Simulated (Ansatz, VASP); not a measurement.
**Be2ZnSe3: VASP beside Ansatz**

```
CELL_PARAMETERS angstrom
6.04658 0.00000 0.00000
-3.02329 5.23649 0.00000
0.00000 0.00000 3.39628
ATOMIC_POSITIONS crystal
Be 0.33333 0.66667 0.00000
Be 0.66667 0.33333 0.00000
Zn 0.00000 0.00000 0.00000
Se 0.50000 0.00000 0.50000
Se 0.50000 0.50000 0.50000
Se 0.00000 0.50000 0.50000
```

Change from the starting cell: species swapped into the LuB2Os3 type (P6/mmm, No. 191).

Alike in both runs: task single point; functional PBE; k mesh 3 × 3 × 6; occupations gaussian, width 0.1 eV; no spin polarisation.

|  | VASP | Ansatz |
| --- | --- | --- |
| version | VASP 6.6.1 | Ansatz 0.2.0 |
| potentials or method | VASP PAW PBE potentials, release 64 (Be, Zn, Se), cutoff 520 eV | scalar-relativistic, plane waves, PAW |
| valence electrons in the cell | 34 | 64 |

|  | VASP | Ansatz | Ansatz less VASP |
| --- | --- | --- | --- |
| gap on the k mesh at the Fermi level (eV) | none | none | - |
| pressure (GPa) | 2.8 | 2.7 | -0.10 |
| traceless stress, the component that is largest in VASP (GPa) | -0.72 | -0.76 | -0.036 |

A gap of «none» marks a metal or a gap that the smearing closes. The functional is the same, so the differences come from potentials, cutoffs and numerics. VASP's potentials hold 34 valence electrons a cell and Ansatz's 64, so a difference there can come from the potentials and not from the codes.

The k mesh is coarse, so the values compare programs but aren't converged.
